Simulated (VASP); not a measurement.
# GaN (R3m) in VASP: further runs

The runs below take GaN through single point, with PBE.

All numbers are computed with VASP 6.6.1; they aren't measurements. Logs are shortened: lines on timing, memory, paths and dates and some standing lists are left out, and cuts for length are marked.

**1. The cell of the first run**

The structure is trigonal, space group R3m (No. 160). The conventional cell has a = 3.149 Å, b = 3.149 Å, c = 7.825 Å, α = 90.00°, β = 90.00°, γ = 120.00°. Ga (site symmetry 3m) has 4 N at 1.94 Å within 2.6 Å. N (site symmetry 3m) has 4 Ga at 1.94 Å within 2.6 Å.

**2. Single point, PBE (epitaxial 111 strain -1.0%)**

INCAR

```
PREC     = Accurate       # precision mode
ENCUT    = 520            # plane-wave cutoff, eV
EDIFF    = 1E-7           # SCF threshold, eV
ISMEAR   = -1             # smearing method
SIGMA    = 0.02           # smearing width, eV
LREAL    = False          # projectors in reciprocal space
LASPH    = True           # aspherical terms in the spheres
NELM     = 80             # most SCF steps
ALGO     = Normal         # electronic algorithm
ISIF     = 2              # what is computed and relaxed
LWAVE    = False          # write WAVECAR
LCHARG   = False          # write CHGCAR
GGA      = PE             # functional
NBANDS   = 16             # bands
```

KPOINTS

```
Automatic mesh
0
Gamma
  10 10 10
```

POSCAR

```
GaN
1.0
    0.0215465101      2.2480095258      2.2480095258
    2.2480095258      0.0215465101      2.2480095258
    2.2480095258      2.2480095258      0.0215465101
Ga N
1 1
Direct
    0.0007339372      0.0007339372      0.0007339372
    0.2492660628      0.2492660628      0.2492660628
```

Potentials or basis: VASP PAW PBE potentials, release 64 (Ga_d, N).

Started as:

```
$ cat potpaw_PBE.64/Ga_d/POTCAR potpaw_PBE.64/N/POTCAR > POTCAR
$ mpirun -np 1 vasp_std > vasp.out
```

OUTCAR:

```text
PREC = Accurate
   ENCUT = 520
   EDIFF = 1E-7
   ISMEAR = -1
   LREAL = False
   LASPH = True
   NELM = 80
   ISIF = 2
   GGA = PE

 ion  position               nearest neighbor table
   1  0.001  0.001  0.001-   2 1.94   2 1.94   2 1.94   2 1.94
   2  0.249  0.249  0.249-   1 1.94   1 1.94   1 1.94   1 1.94

  LATTYP: Found a trigonal (rhomboedric) cell.
 ALAT       =     3.1792385737
 COS(alpha) =     0.5095613000

  Lattice vectors:

 A1 = (   0.0215465101,   2.2480095258,   2.2480095258)
 A2 = (   2.2480095258,   0.0215465101,   2.2480095258)
 A3 = (   2.2480095258,   2.2480095258,   0.0215465101)

Analysis of symmetry for initial positions (statically):
=====================================================================
 Subroutine PRICEL returns:
 Original cell was already a primitive cell.

 Routine SETGRP: Setting up the symmetry group for a
 trigonal (rhombohedral) supercell.

 Subroutine GETGRP returns: Found  6 space group operations
 (whereof  6 operations were pure point group operations)
 out of a pool of 12 trial point group operations.

The static configuration has the point symmetry C_3v.

Analysis of symmetry for dynamics (positions and initial velocities):
=====================================================================
 Subroutine PRICEL returns:
 Original cell was already a primitive cell.

 Routine SETGRP: Setting up the symmetry group for a
 trigonal (rhombohedral) supercell.

 Subroutine GETGRP returns: Found  6 space group operations
 (whereof  6 operations were pure point group operations)
 out of a pool of 12 trial point group operations.

The dynamic configuration has the point symmetry C_3v.

 Subroutine INISYM returns: Found  6 space group operations
 (whereof  6 operations are pure point group operations),
 and found     1 'primitive' translations

----------------------------------------------------------------------------------------

                                     Primitive cell

  volume of cell :      22.3942

  direct lattice vectors                    reciprocal lattice vectors
     0.021546510  2.248009526  2.248009526    -0.225642530  0.223500345  0.223500345
     2.248009526  0.021546510  2.248009526     0.223500345 -0.225642530  0.223500345
     2.248009526  2.248009526  0.021546510     0.223500345  0.223500345 -0.225642530

  length of vectors
[... 74 lines left out ...]
   ISTART =      0    job   : 0-new  1-cont  2-samecut
   ICHARG =      2    charge: 1-file 2-atom 10-const
   ISPIN  =      1    spin polarized calculation?
   LNONCOLLINEAR =      F non collinear calculations
   LSORBIT =      F    spin-orbit coupling
   LASPH  =      T    aspherical Exc in radial PAW
   ENCUT  =  520.0 eV  38.22 Ry    6.18 a.u.   5.91  5.91  5.91*2*pi/ulx,y,z
   NELM   =     80;   NELMIN=  2; NELMDL= -5     # of ELM steps
   EDIFF  = 0.1E-06   stopping-criterion for ELM
   LREAL  =      F    real-space projection
   EDIFFG = 0.1E-05   stopping-criterion for IOM
   NSW    =      0    number of steps for IOM
   IBRION =     -1    ionic relax: 0-MD 1-quasi-New 2-CG
   NFREE  =      0    steps in history (QN), initial steepest desc. (CG)
   ISIF   =      2    stress and relaxation
   ISYM   =      2    0-nonsym 1-usesym 2-fastsym
   POTIM  = 0.5000    time-step for ionic-motion
   TEBEG  =    0.0;   TEEND  =   0.0 temperature during run
   PSTRESS=    0.0 pullay stress
   NELECT =      18.0000    total number of electrons
   NUPDOWN=      -1.0000    fix difference up-down
   EMIN   =  10.00;   EMAX   =-10.00  energy-range for DOS
   EFERMI =   0.00;   METHOD = LEGACY
   ISMEAR =    -1;   SIGMA  =   0.02  broadening in eV -4-tet -1-fermi 0-gaus
   EFERMI_NEDOS =   21; number of points for ismear=-14 and -15
   IALGO  =     38    algorithm
   IMIX   =      4    mixing-type and parameters
     AMIX     =   0.40;   BMIX     =  1.00
     AMIX_MAG =   1.60;   BMIX_MAG =  1.00
  volume/ion in A,a.u.               =      11.20        75.56
  Fermi-wavevector in a.u.,A,eV,Ry     =   1.522137  2.876423 31.523369  2.316902
  Thomas-Fermi vector in A             =   2.630758
   LORBIT       =      0    0 simple, 1 ext, 2 COOP (PROOUT), +10 PAW based schemes
   GGA     = PE    functional components
   LHFCALC =     F    Hartree Fock is set to
   AEXX    =    0.0000 exact exchange contribution
   IVDW    =     0    specifies the selected vdW correction
   LEPSILON=     F    determine dielectric tensor
   LRPA    =     F    only Hartree local field effects (RPA)
 non-spin polarized calculation
  energy-cutoff  :      520.00
  volume of cell :       22.39
 maximum number of plane-waves:       614
   NGX = 11   NGY = 11   NGZ = 11

 number of electron      18.0000012 magnetization

 Free energy of the ion-electron system (eV)
  ---------------------------------------------------
  ext. energy  EPLUGINS =         0.00000000
  ---------------------------------------------------
  free energy    TOTEN  =       -12.11764773 eV

  energy without entropy =      -12.11764773  energy(sigma->0) =      -12.11764773

 E-fermi :   5.9535     XC(G=0): -11.7842

 val. band max:        5.5547798651   @ k =   0.0000   0.0000   0.0000
 cond. band min:       7.3806666871   @ k =   0.0000   0.0000   0.0000
 fundamental gap:      1.8258868221
 Fermi energy:         5.9534827520

 k-point     1 :       0.0000    0.0000    0.0000
  band No.  band energies     occupation
      1     -10.6009      2.00000
      2      -7.9441      2.00000
      3      -7.9390      2.00000
      4      -7.9390      2.00000
      5      -7.5983      2.00000
      6      -7.5983      2.00000
[... 433 lines left out ...]
      3      -7.7040      2.00000
      4      -7.6993      2.00000
      5      -7.5342      2.00000
      6      -6.7006      2.00000
[... 8 lines left out ...]
     15      28.0953      0.00000
     16      28.2515      0.00000

 [... further k-points ...]
[... 5 lines left out ...]
  --------------------------------------------------------------------------------------
  -------------------------------------------------------------------------------------
  Total        1.3222525      1.3222525      1.3222525     -0.2130352     -0.2130352     -0.2130352
  in kB       94.5996539     94.5996539     94.5996539    -15.2414605    -15.2414605    -15.2414605
  external PRESSURE =      94.5996539 kB  Pullay stress =       0.0000000 kB

 VOLUME and BASIS-vectors are now :
 -----------------------------------------------------------------------------
  energy-cutoff  :      520.00
  volume of cell :       22.39
      direct lattice vectors                 reciprocal lattice vectors
     0.021546510  2.248009526  2.248009526    -0.225642530  0.223500345  0.223500345
     2.248009526  0.021546510  2.248009526     0.223500345 -0.225642530  0.223500345
     2.248009526  2.248009526  0.021546510     0.223500345  0.223500345 -0.225642530

 POSITION                                       TOTAL-FORCE (eV/Angst)
 -----------------------------------------------------------------------------------
      0.00332      0.00332      0.00332         0.005094      0.005094      0.005094
      1.12608      1.12608      1.12608        -0.005094     -0.005094     -0.005094
 -----------------------------------------------------------------------------------
    total drift:                               -0.000049     -0.000049     -0.000049

  FREE ENERGIE OF THE ION-ELECTRON SYSTEM (eV)
  ---------------------------------------------------
  free  energy   TOTEN  =       -12.1176477277 eV

  energy  without entropy=      -12.1176477277  energy(sigma->0) =      -12.11764773
```

stdout:

```text
POSCAR found type information on POSCAR GaN
 POSCAR found :  2 types and       2 ions
 scaLAPACK will be used
 LDA part: xc-table for (Slater+PW92), standard interpolation
 POSCAR, INCAR and KPOINTS ok, starting setup
 FFT: planning ... GRIDC
 FFT: planning ... GRID_SOFT
 FFT: planning ... GRID
 WAVECAR not read
 entering main loop
```

Wall time 80 s (1 thread of AMD EPYC 7R13, shared host); peak memory 0.14 GiB.

Results:

```yaml
Free_energy: -12.1176 eV
Pressure: 9.5 GPa
Largest_force: 0.009 eV/Å
Band_gap_on_the_k_mesh: 1.83 eV, direct
```

Forces on the atoms (eV/Å):
```
Ga   0.005  0.005  0.005
N   -0.005 -0.005 -0.005
```

Stress tensor (GPa, compression positive):
```
 9.46 -1.52 -1.52
-1.52  9.46 -1.52
-1.52 -1.52  9.46
```

Caveat: the cell differs from its parent crystal (epitaxial 111 strain -1.0%).

**3. Single point, PBE (epitaxial 111 strain +1.0%)**

INCAR

```
ALGO = Normal ; EDIFF = 1E-7
ENCUT = 520 ; GGA = PE
ISIF = 2 ; ISMEAR = -1
LASPH = True ; LCHARG = False
LREAL = False ; LWAVE = False
NBANDS = 16 ; NELM = 60
PREC = Accurate ; SIGMA = 0.02
```

KPOINTS

```
k-points
0
Gamma
  10 10 10
```

POSCAR

```
GaN
1.0
   -0.0213324739      2.2501095926      2.2501095926
    2.2501095926     -0.0213324739      2.2501095926
    2.2501095926      2.2501095926     -0.0213324739
Ga N
1 1
Direct
   -0.0006497434     -0.0006497434     -0.0006497434
    0.2506497434      0.2506497434      0.2506497434
```

Potentials or basis: VASP PAW PBE potentials, release 64 (Ga_d, N).

Started as:

```
$ cat potpaw_PBE.64/Ga_d/POTCAR potpaw_PBE.64/N/POTCAR > POTCAR
$ mpirun -np 1 vasp_std > vasp.out
```

OUTCAR:

```text
EDIFF = 1E-7
   ENCUT = 520
   GGA = PE
   ISIF = 2
   ISMEAR = -1
   LASPH = True
   LREAL = False
   NELM = 60
   PREC = Accurate

 ion  position               nearest neighbor table
   1  0.999  0.999  0.999-   2 1.95   2 1.96   2 1.96   2 1.96
   2  0.251  0.251  0.251-   1 1.95   1 1.96   1 1.96   1 1.96

  LATTYP: Found a trigonal (rhomboedric) cell.
 ALAT       =     3.1822070064
 COS(alpha) =     0.4904973187

  Lattice vectors:

 A1 = (  -0.0213324739,   2.2501095926,   2.2501095926)
 A2 = (   2.2501095926,  -0.0213324739,   2.2501095926)
 A3 = (   2.2501095926,   2.2501095926,  -0.0213324739)

Analysis of symmetry for initial positions (statically):
=====================================================================
 Subroutine PRICEL returns:
 Original cell was already a primitive cell.

 Routine SETGRP: Setting up the symmetry group for a
 trigonal (rhombohedral) supercell.

 Subroutine GETGRP returns: Found  6 space group operations
 (whereof  6 operations were pure point group operations)
 out of a pool of 12 trial point group operations.

The static configuration has the point symmetry C_3v.

Analysis of symmetry for dynamics (positions and initial velocities):
=====================================================================
 Subroutine PRICEL returns:
 Original cell was already a primitive cell.

 Routine SETGRP: Setting up the symmetry group for a
 trigonal (rhombohedral) supercell.

 Subroutine GETGRP returns: Found  6 space group operations
 (whereof  6 operations were pure point group operations)
 out of a pool of 12 trial point group operations.

The dynamic configuration has the point symmetry C_3v.

 Subroutine INISYM returns: Found  6 space group operations
 (whereof  6 operations are pure point group operations),
[... 103 lines left out ...]
   ISYM   =      2    0-nonsym 1-usesym 2-fastsym
   POTIM  = 0.5000    time-step for ionic-motion
   TEBEG  =    0.0;   TEEND  =   0.0 temperature during run
   PSTRESS=    0.0 pullay stress
   NELECT =      18.0000    total number of electrons
   NUPDOWN=      -1.0000    fix difference up-down
   EMIN   =  10.00;   EMAX   =-10.00  energy-range for DOS
   EFERMI =   0.00;   METHOD = LEGACY
   ISMEAR =    -1;   SIGMA  =   0.02  broadening in eV -4-tet -1-fermi 0-gaus
   EFERMI_NEDOS =   21; number of points for ismear=-14 and -15
   IALGO  =     38    algorithm
   IMIX   =      4    mixing-type and parameters
     AMIX     =   0.40;   BMIX     =  1.00
     AMIX_MAG =   1.60;   BMIX_MAG =  1.00
  volume/ion in A,a.u.               =      11.55        77.97
  Fermi-wavevector in a.u.,A,eV,Ry     =   1.506287  2.846471 30.870285  2.268902
  Thomas-Fermi vector in A             =   2.617025
   LORBIT       =      0    0 simple, 1 ext, 2 COOP (PROOUT), +10 PAW based schemes
   GGA     = PE    functional components
   LHFCALC =     F    Hartree Fock is set to
   AEXX    =    0.0000 exact exchange contribution
   IVDW    =     0    specifies the selected vdW correction
   LEPSILON=     F    determine dielectric tensor
   LRPA    =     F    only Hartree local field effects (RPA)
 non-spin polarized calculation
  energy-cutoff  :      520.00
  volume of cell :       23.11
 maximum number of plane-waves:       632
   NGX = 11   NGY = 11   NGZ = 11

 number of electron      17.9999996 magnetization

 Free energy of the ion-electron system (eV)
  ---------------------------------------------------
  ext. energy  EPLUGINS =         0.00000000
  ---------------------------------------------------
  free energy    TOTEN  =       -12.14617017 eV

  energy without entropy =      -12.14617017  energy(sigma->0) =      -12.14617017

 E-fermi :   5.6534     XC(G=0): -11.6158

 val. band max:        5.2347794467   @ k =   0.0000   0.0000   0.0000
 cond. band min:       6.8346267676   @ k =   0.0000   0.0000   0.0000
 fundamental gap:      1.5998473209
 Fermi energy:         5.6533616565

 k-point     1 :       0.0000    0.0000    0.0000
  band No.  band energies     occupation
      1     -10.6744      2.00000
      2      -8.2587      2.00000
      3      -8.2587      2.00000
      4      -8.2546      2.00000
      5      -7.9473      2.00000
      6      -7.9473      2.00000
[... 433 lines left out ...]
      3      -8.0410      2.00000
      4      -8.0375      2.00000
      5      -7.8885      2.00000
      6      -7.0142      2.00000
[... 8 lines left out ...]
     15      27.2873      0.00000
     16      27.5504      0.00000

 [... further k-points ...]
[... 5 lines left out ...]
  --------------------------------------------------------------------------------------
  -------------------------------------------------------------------------------------
  Total        0.4704491      0.4704491      0.4704491      0.2060281      0.2060281      0.2060281
  in kB       32.6174383     32.6174383     32.6174383     14.2844532     14.2844532     14.2844532
  external PRESSURE =      32.6174383 kB  Pullay stress =       0.0000000 kB

 VOLUME and BASIS-vectors are now :
 -----------------------------------------------------------------------------
  energy-cutoff  :      520.00
  volume of cell :       23.11
      direct lattice vectors                 reciprocal lattice vectors
    -0.021332474  2.250109593  2.250109593    -0.219076048  0.221172908  0.221172908
     2.250109593 -0.021332474  2.250109593     0.221172908 -0.219076048  0.221172908
     2.250109593  2.250109593 -0.021332474     0.221172908  0.221172908 -0.219076048

 POSITION                                       TOTAL-FORCE (eV/Angst)
 -----------------------------------------------------------------------------------
      4.47598      4.47598      4.47598        -0.007409     -0.007409     -0.007409
      1.12263      1.12263      1.12263         0.007409      0.007409      0.007409
 -----------------------------------------------------------------------------------
    total drift:                               -0.000003     -0.000003     -0.000004

  FREE ENERGIE OF THE ION-ELECTRON SYSTEM (eV)
  ---------------------------------------------------
  free  energy   TOTEN  =       -12.1461701664 eV

  energy  without entropy=      -12.1461701664  energy(sigma->0) =      -12.14617017
```

stdout:

```text
POSCAR found type information on POSCAR GaN
 POSCAR found :  2 types and       2 ions
 scaLAPACK will be used
 LDA part: xc-table for (Slater+PW92), standard interpolation
 POSCAR, INCAR and KPOINTS ok, starting setup
 FFT: planning ... GRIDC
 FFT: planning ... GRID_SOFT
 FFT: planning ... GRID
 WAVECAR not read
 entering main loop
```

Wall time 81 s (1 thread of AMD EPYC 7R13, shared host); peak memory 0.14 GiB.

Results:

- Free energy: -12.1462 eV
- Pressure: 3.3 GPa
- Largest force: 0.013 eV/Å
- Band gap on the k mesh: 1.60 eV, direct

Forces in eV/Å, atoms in the order of the input:
```
Ga  -0.007 -0.007 -0.007
N    0.007  0.007  0.007
```

Stress tensor (GPa, compression positive):
```
3.26 1.43 1.43
1.43 3.26 1.43
1.43 1.43 3.26
```

Levels at points of the mesh, in eV from the valence-band top:
```tsv
k point	band 7	band 8	band 9	band 10	band 11	band 12
(0.00, 0.00, 0.00)	-0.09	-0.09	0.00	1.60	10.08	10.08
(0.50, 0.00, 0.00)	-7.05	-1.02	-0.96	4.56	8.60	10.27
(0.50, 0.50, 0.00)	-6.14	-2.79	-2.66	3.29	6.55	11.57
(0.50, 0.50, 0.50)	-6.98	-1.08	-1.08	4.39	8.68	10.11
```

Caveat: the cell differs from its parent crystal (epitaxial 111 strain +1.0%).

(Continued in part 2 of 2.)
